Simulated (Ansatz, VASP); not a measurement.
# Two plane-wave programs on ZnS

```xyz
8
Lattice="-3.8467 0.0000 0.0000 -1.9234 -3.3314 0.0000 -0.7693 0.0000 12.5902" Properties=species:S:1:pos:R:3 pbc="T T T"
Zn   -5.7701   -3.3314    8.2623
Zn   -1.9234   -3.3314    1.9672
Zn   -1.9234   -1.1105   11.4096
Zn   -3.8467   -2.2209    5.1145
S    -5.7701   -3.3314   10.6197
S    -5.7701   -3.3314    4.3246
S    -1.9234   -1.1105    1.1814
S    -3.8467   -2.2209    7.4765
```

Alike in both runs: task single point; functional PBE; k mesh 8 × 8 × 2; occupations gaussian, width 0.05 eV; no spin polarisation.

|  | VASP | Ansatz |
| --- | --- | --- |
| version | VASP 6.6.1 | Ansatz 0.2.0 |
| potentials or method | VASP PAW PBE potentials, release 64 (Zn, S), cutoff 520 eV | scalar-relativistic, plane waves, PAW |
| valence electrons in the cell | 72 | 72 |

```tsv
	VASP	Ansatz	Ansatz less VASP
gap on the k mesh at the Fermi level (eV)	1.85	1.84	-0.004
least direct gap on the mesh (eV)	1.85	1.84	-0.004
pressure (GPa)	-0.1	-0.3	-0.15
traceless stress, the component that is largest in VASP (GPa)	1.54	1.54	+0.003
rms of the force components (eV/Å)	0.151	0.150	-0.0005
```

Atom by atom the forces differ by 0.002 eV/Å (rms over components). With one functional, cell and mesh, what is left measures potentials, basis and numerics.
